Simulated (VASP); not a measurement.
# ScAl3N4 in VASP: a series of runs, part 2 of 2

VASP 6.6.1.

### Step 4. Relaxation of cell and atoms, PBE

This run uses another cell than the first one, of 11.43 Å³/atom, 1.026 times its volume.

The input, INCAR:

```
SYSTEM = ScAl3N4
  PREC = Accurate
  ENCUT = 600
  EDIFF = 1E-6
  ISMEAR = 0
  SIGMA = 0.15
  LREAL = .False.
  LASPH = .True.
  NELM = 60
  ALGO = Normal
  ISIF = 3
  LWAVE = .False.
  LCHARG = .False.
  GGA = PE
  IBRION = 2
  NSW = 36
  EDIFFG = -0.08
```

The input, KPOINTS:

```
regular mesh
0
Gamma
  4 4 2
  0 0 0
```

The input, POSCAR:

```
ScAl3N4
1.0
    3.2274770800      0.0000000000      0.0000000000
   -1.6137385400      2.7950771500      0.0000000000
    0.0000000000      0.0000000000     10.1362952200
Sc Al N
1 3 4
Direct
    0.3333333300      0.6666666700      0.1200000000
    0.6666666700      0.3333333300      0.4280000000
    0.6666666700      0.3333333300      0.9350000000
    0.3333333300      0.6666666700      0.6820000000
    0.6666666700      0.3333333300      0.2400000000
    0.6666666700      0.3333333300      0.7460000000
    0.3333333300      0.6666666700      0.4930000000
    0.0000000000      0.0000000000      0.0000000000
```

Potentials or basis: VASP PAW PBE potentials, release 64 (Sc_sv, Al, N).

On the command line:

```console
cat potpaw_PBE.64/Sc_sv/POTCAR potpaw_PBE.64/Al/POTCAR potpaw_PBE.64/N/POTCAR > POTCAR
mpirun -np 1 vasp_std > vasp.out
```

OUTCAR:

```text
SYSTEM = ScAl3N4
   PREC = Accurate
   ENCUT = 600
   EDIFF = 1E-6
   ISMEAR = 0
   LREAL = .False.
   LASPH = .True.
   NELM = 60
   ISIF = 3
   GGA = PE
   IBRION = 2
   NSW = 36
   EDIFFG = -0.08

 ion  position               nearest neighbor table
   1  0.333  0.667  0.120-   8 2.23   5 2.23   5 2.23   8 2.23   8 2.23   5 2.23   3 2.64   3 2.64
                             3 2.64
   2  0.667  0.333  0.428-   5 1.91   7 1.98   7 1.98   7 1.98   4 3.18   4 3.18   4 3.18
   3  0.667  0.333  0.935-   6 1.92   8 1.98   8 1.98   8 1.98   1 2.64   1 2.64   1 2.64   4 3.17
                             4 3.17   4 3.17
   4  0.333  0.667  0.682-   7 1.92   6 1.97   6 1.97   6 1.97   3 3.17   3 3.17   3 3.17   2 3.18
                             2 3.18   2 3.18
   5  0.667  0.333  0.240-   2 1.91   1 2.23   1 2.23   1 2.23
   6  0.667  0.333  0.746-   3 1.92   4 1.97   4 1.97   4 1.97
   7  0.333  0.667  0.493-   4 1.92   2 1.98   2 1.98   2 1.98
   8  0.000  0.000  0.000-   3 1.98   3 1.98   3 1.98   1 2.23   1 2.23   1 2.23

  LATTYP: Found a hexagonal cell.
 ALAT       =     3.2274770800
 C/A-ratio  =     3.1406250048

  Lattice vectors:

 A1 = (   3.2274770800,   0.0000000000,   0.0000000000)
 A2 = (  -1.6137385400,   2.7950771500,   0.0000000000)
[... 174 lines left out ...]

------------------------ aborting loop because EDIFF is reached ----------------------------------------

  FORCE on cell =-STRESS in cart. coord.  units (eV):
  Direction    XX          YY          ZZ          XY          YZ          ZX
  --------------------------------------------------------------------------------------
  -------------------------------------------------------------------------------------
  Total       -3.4483828     -3.4483828     -1.2007664     -0.0000000     -0.0000000      0.0000000
  in kB      -60.4212683    -60.4212687    -21.0393775     -0.0000000     -0.0000000      0.0000000
  external PRESSURE =     -47.2939715 kB  Pullay stress =       0.0000000 kB
[... 107 lines left out ...]
  FREE ENERGIE OF THE ION-ELECTRON SYSTEM (eV)
  ---------------------------------------------------
  free  energy   TOTEN  =       -61.6083402246 eV

  energy  without entropy=      -61.6083402246  energy(sigma->0) =      -61.60834022

[... ionic steps 4 to 11 ...]

--------------------------------------- Ionic step       12  -------------------------------------------

 number of electron      39.9999999 magnetization

------------------------ aborting loop because EDIFF is reached ----------------------------------------
[... 79 lines left out ...]
--------------------------------------- Ionic step       14  -------------------------------------------

 number of electron      39.9999999 magnetization

 Free energy of the ion-electron system (eV)
  ---------------------------------------------------
  ext. energy  EPLUGINS =         0.00000000
  ---------------------------------------------------
  free energy    TOTEN  =       -62.03990298 eV

  energy without entropy =      -62.03990298  energy(sigma->0) =      -62.03990298

 E-fermi :   6.2940     XC(G=0): -10.9635

 val. band max:        5.5628785487   @ k =   0.2500   0.2500   0.0000
 cond. band min:       8.5716524317   @ k =   0.5000   0.0000   0.0000
 fundamental gap:      3.0087738829
 Fermi energy:         6.2940310174

 k-point     1 :       0.0000    0.0000    0.0000
  band No.  band energies     occupation
      1     -41.4865      2.00000
      2     -20.3310      2.00000
      3     -19.9103      2.00000
      4     -19.9103      2.00000
      5      -9.5210      2.00000
      6      -8.6525      2.00000
[... 248 lines left out ...]
  FREE ENERGIE OF THE ION-ELECTRON SYSTEM (eV)
  ---------------------------------------------------
  free  energy   TOTEN  =       -62.0399029754 eV

  energy  without entropy=      -62.0399029754  energy(sigma->0) =      -62.03990298

 reached required accuracy - stopping structural energy minimisation
```

OSZICAR:

```text
N       E                     dE             d eps       ncg     rms          rms(c)
DAV:   1     0.413767133309E+03    0.41377E+03   -0.19988E+04   400   0.170E+03
DAV:   2     0.651666465857E+01   -0.40725E+03   -0.40155E+03   432   0.463E+02
DAV:   3    -0.675901523006E+02   -0.74107E+02   -0.71342E+02   587   0.158E+02
[... 138 lines left out ...]
DAV:   2    -0.620399448944E+02   -0.18174E-03   -0.26407E-03   596   0.446E-01    0.361E-02
DAV:   3    -0.620399142618E+02    0.30633E-04   -0.98860E-05   560   0.925E-02    0.227E-02
DAV:   4    -0.620399031125E+02    0.11149E-04   -0.78462E-05   590   0.630E-02    0.869E-03
DAV:   5    -0.620399030074E+02    0.10511E-06   -0.14357E-05   550   0.294E-02    0.640E-03
DAV:   6    -0.620399029754E+02    0.32037E-07   -0.41405E-06   474   0.148E-02
  14 F= -.62039903E+02 E0= -.62039903E+02  d E =-.489416E-03
```

CONTCAR:

```text
ScAl3N4
   1.00000000000000
     3.1595135902627991   -0.0000000000000000    0.0000000000000000
    -1.5797567951313995    2.7362190408158211   -0.0000000000000000
    -0.0000000000000000    0.0000000000000000   10.3055080034649844
  Sc              Al              N
     1     3     4
Direct
     0.3333333300000021    0.6666666699999979    0.1612924210451346
     0.6666666699999979    0.3333333300000021    0.4291903024329913
     0.6666666699999979    0.3333333300000021    0.9185957258412754
     0.3333333300000021    0.6666666699999979    0.6731771053321778
     0.6666666699999979    0.3333333300000021    0.2485732294563978
     0.6666666699999979    0.3333333300000021    0.7356147622850766
     0.3333333300000021    0.6666666699999979    0.4906553117329962
     0.0000000000000000    0.0000000000000000    0.9869011418739557

  0.00000000E+00  0.00000000E+00  0.00000000E+00
  0.00000000E+00  0.00000000E+00  0.00000000E+00
  0.00000000E+00  0.00000000E+00  0.00000000E+00
  0.00000000E+00  0.00000000E+00  0.00000000E+00
  0.00000000E+00  0.00000000E+00  0.00000000E+00
  0.00000000E+00  0.00000000E+00  0.00000000E+00
  0.00000000E+00  0.00000000E+00  0.00000000E+00
  0.00000000E+00  0.00000000E+00  0.00000000E+00
```

Run time: 11 min. Hardware: 1 thread of AMD EPYC 7R13 (Zen 3), shared host; peak memory 0.23 GiB.

Results:

- Free energy: -62.0399 eV
- Relaxed volume: 11.14 Å³/atom
- Relaxed cell: a = 3.160 Å, b = 3.160 Å, c = 10.306 Å, α = 90.00°, β = 90.00°, γ = 120.00°
- Space group after relaxing (to 0.05 Å): P3m1 (No. 156)
- Energy gained by relaxing: 276.6 meV/atom
- Ionic steps: 14
- Pressure after relaxing: -0.1 GPa
- Largest force after relaxing: 0.062 eV/Å
- Band gap on the k mesh: 3.01 eV, indirect (least direct gap 3.19 eV)

Forces in eV/Å, atoms in the order of the input:
```
Sc   0.000  0.000  0.001
Al   0.000  0.000 -0.001
Al   0.000  0.000  0.033
Al   0.000  0.000  0.002
N    0.000  0.000  0.022
N    0.000  0.000 -0.022
N    0.000  0.000  0.026
N    0.000  0.000 -0.062
```

Step by step:
```csv
step,energy change (eV),largest force (eV/Å),pressure (GPa),volume (Å³)
1,0.0000,8.0429,-4.73,91.44
2,-1.4903,4.8362,7.21,87.04
3,-1.7816,2.7637,2.05,88.18
4,-1.9910,1.5760,1.43,88.83
5,-2.0603,1.4880,1.02,88.61
6,-2.1757,0.5895,-1.27,89.53
7,-2.1783,0.5609,-1.62,89.69
8,-2.2011,0.6063,0.81,88.68
9,-2.2044,0.4606,0.14,88.94
10,-2.2114,0.1361,0.46,88.83
11,-2.2114,0.1303,0.45,88.83
12,-2.2126,0.0958,-0.24,89.15
13,-2.2127,0.0873,-0.13,89.10
14,-2.2131,0.0619,-0.07,89.09
```

Final structure:
```
CELL_PARAMETERS angstrom
3.15951 0.00000 0.00000
-1.57976 2.73622 0.00000
0.00000 0.00000 10.30551
ATOMIC_POSITIONS crystal
Sc 0.33333 0.66667 0.16129
Al 0.66667 0.33333 0.42919
Al 0.66667 0.33333 0.91860
Al 0.33333 0.66667 0.67318
N 0.66667 0.33333 0.24857
N 0.66667 0.33333 0.73561
N 0.33333 0.66667 0.49066
N 0.00000 0.00000 0.98690
```

Levels at points of the mesh, in eV from the valence-band top:
```csv
k point,band 16,band 17,band 18,band 19,band 20,band 21,band 22,band 23,band 24,band 25
"(0.00, 0.00, 0.00)",-0.54,-0.54,-0.36,-0.27,-0.27,3.51,4.51,4.76,4.76,5.85
"(0.50, 0.00, 0.00)",-1.86,-1.42,-1.20,-0.63,-0.18,3.01,4.22,5.43,5.62,6.10
"(0.00, 0.00, 0.50)",-1.04,-0.48,-0.48,-0.31,-0.31,3.64,4.76,4.76,4.95,5.27
"(0.50, 0.00, 0.50)",-1.79,-1.49,-1.28,-0.80,-0.15,3.21,4.01,5.43,5.89,6.11
```

Caveat: the k points lie up to 0.57 Å⁻¹ apart in the final cell; the relaxation stopped at a loose force limit of 0.08 eV/Å, so its end isn't a converged minimum.

### Step 5. Single point, PBE

The input, INCAR:

```
  ALGO = Normal
  EDIFF = 1E-6
  ENCUT = 520
  GGA = PE
  ISIF = 2
  ISMEAR = 0
  LASPH = True
  LCHARG = True
  LELF = True
  LREAL = False
  LVHAR = True
  LWAVE = False
  NBANDS = 30
  NELM = 60
  PREC = Accurate
  SIGMA = 0.1
```

The input, KPOINTS:

```
k-points
0
Gamma
  6 6 2
```

The input, POSCAR:

```
ScAl3N4
1.0
    3.1588017128     -0.0001118377     -0.0001173372
   -1.5794978652      2.7364545472      0.0007291779
   -0.0003832592      0.0025250198     10.3169194634
Sc Al N
1 3 4
Direct
    0.3334925644      0.6669085589      0.1615036976
    0.6667455001      0.3335712952      0.4290063317
    0.6665493070      0.3331296210      0.9185948554
    0.3333601829      0.6667499116      0.6731112435
    0.6666673411      0.3332383505      0.2484075045
    0.6666280489      0.3332496905      0.7356168047
    0.3334195482      0.6668632661      0.4907539203
   -0.0001958259     -0.0003773605      0.9870056422
```

On the command line:

```console
cat potpaw_PBE.64/Sc_sv/POTCAR potpaw_PBE.64/Al/POTCAR potpaw_PBE.64/N/POTCAR > POTCAR
mpirun -np 1 vasp_std > vasp.out
```

Wall time 3.9 min (1 thread of AMD EPYC 7R13 (Zen 3), shared host); peak memory 0.22 GiB.

Results (log left out):

```
Free energy            : -62.0915 eV
Pressure               : -0.1 GPa
Largest force          : 0.103 eV/Å
Band gap on the k mesh : 3.03 eV, indirect (least direct gap 3.21 eV)
```

Forces in eV/Å, atoms in the order of the input:
```
Sc   0.000 -0.001 -0.076
Al   0.000 -0.001  0.007
Al   0.000 -0.001  0.000
Al   0.001 -0.001  0.006
N   -0.001  0.002  0.103
N   -0.001  0.001 -0.004
N    0.000  0.000 -0.004
N    0.000  0.001 -0.031
```

Levels at points of the mesh, in eV from the valence-band top:
| k point | band 18 | band 19 | band 20 | band 21 | band 22 | band 23 |
| --- | --- | --- | --- | --- | --- | --- |
| (0.00, 0.00, 0.00) | -0.37 | -0.28 | -0.27 | 3.51 | 4.53 | 4.78 |
| (0.50, 0.00, 0.00) | -1.19 | -0.63 | -0.18 | 3.03 | 4.23 | 5.43 |
| (0.00, 0.50, 0.00) | -1.19 | -0.63 | -0.18 | 3.03 | 4.23 | 5.43 |
| (0.50, 0.50, 0.00) | -1.19 | -0.63 | -0.18 | 3.03 | 4.23 | 5.43 |
| (0.00, 0.00, 0.50) | -0.47 | -0.31 | -0.31 | 3.65 | 4.78 | 4.78 |
| (0.50, 0.00, 0.50) | -1.27 | -0.80 | -0.16 | 3.24 | 4.03 | 5.44 |
| (0.00, 0.50, 0.50) | -1.26 | -0.80 | -0.15 | 3.24 | 4.03 | 5.43 |
| (0.50, 0.50, 0.50) | -1.27 | -0.80 | -0.16 | 3.24 | 4.03 | 5.44 |

A k mesh can miss the band edges.

### Step 6. The runs side by side

| task | cell | k mesh | cutoff (eV) | smearing | gap on the mesh (eV) | pressure (GPa) | largest force (eV/Å) |
| --- | --- | --- | --- | --- | --- | --- | --- |
| single point | a = 3.161, b = 3.161, c = 10.301 Å, angles 90.0, 90.0, 120.0°, 8 atoms | 4 × 4 × 2 | 520 | gaussian 0.15 eV | 3.03 | 0.0 | 0.10 |
| single point | a = 3.158, b = 3.158, c = 10.314 Å, angles 90.0, 90.0, 120.0°, 8 atoms | 6 × 6 × 2 | 520 | gaussian 0.1 eV | 3.03 | 0.1 | 0.11 |
| relaxation of cell and atoms | relaxed from a = 3.227, b = 3.227, c = 10.136 Å, angles 90.0, 90.0, 120.0°, 8 atoms | 4 × 4 × 2 | 600 | gaussian 0.15 eV | 3.01 | -0.1 | 0.06 |
| single point | a = 3.159, b = 3.160, c = 10.317 Å, angles 90.0, 90.0, 120.0°, 8 atoms | 6 × 6 × 2 | 520 | gaussian 0.1 eV | 3.03 | -0.1 | 0.10 |

Alike in all rows: level PBE; potentials or basis VASP PAW PBE potentials, release 64 (Sc_sv, Al, N); no spin polarisation.

Caveats: some runs use coarse meshes; the relaxation stopped at a loose force limit of 0.08 eV/Å, so its end isn't a converged minimum (some runs).

Total energies depend on the potentials used, so only differences within one code and one set of settings carry meaning.
